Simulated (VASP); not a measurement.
Here is a VASP 6.6.1 calculation.

File INCAR:

```
PREC = Accurate
ENCUT = 520
EDIFF = 1E-6
ISMEAR = 0
SIGMA = 0.15
LREAL = F
LASPH = T
NELM = 100
ALGO = Normal
ISIF = 2
LWAVE = F
LCHARG = F
GGA = PE
NBANDS = 31
```

Contents of KPOINTS:

```
Automatic mesh
0
Gamma
  3 3 2
```

POSCAR

```
Mg3CdSe2O2
1.0
    3.9028484315      0.0000000000      0.0000000000
    0.0000000000      3.9028484315      0.0000000000
    0.0000000000      0.0000000000      9.7631618338
Mg Cd Se O
3 1 2 2
Direct
    0.0000000000      0.0000000000      0.0000000000
    0.5000000000      0.5000000000      0.8472782852
    0.5000000000      0.5000000000      0.1527217148
    0.0000000000      0.0000000000      0.5000000000
    0.5000000000      0.0000000000      0.6806341229
    0.0000000000      0.5000000000      0.3193658771
    0.5000000000      0.0000000000      0.0626478644
    0.0000000000      0.5000000000      0.9373521356
```

Potentials or basis: VASP PAW PBE potentials, release 64 (Mg, Cd, Se, O).

The run is started by

```bash
$ cat potpaw_PBE.64/Mg/POTCAR potpaw_PBE.64/Cd/POTCAR potpaw_PBE.64/Se/POTCAR potpaw_PBE.64/O/POTCAR > POTCAR
$ mpirun -np 1 vasp_std > vasp.out
```

(1) Predict the pressure.

(2) What does it give for the band gap on the k mesh?

## Answers

(1) 0.1 GPa.

(2) 1.10 eV, indirect (least direct gap 1.17 eV).

Caveat: the k points lie up to 0.54 Å⁻¹ apart.
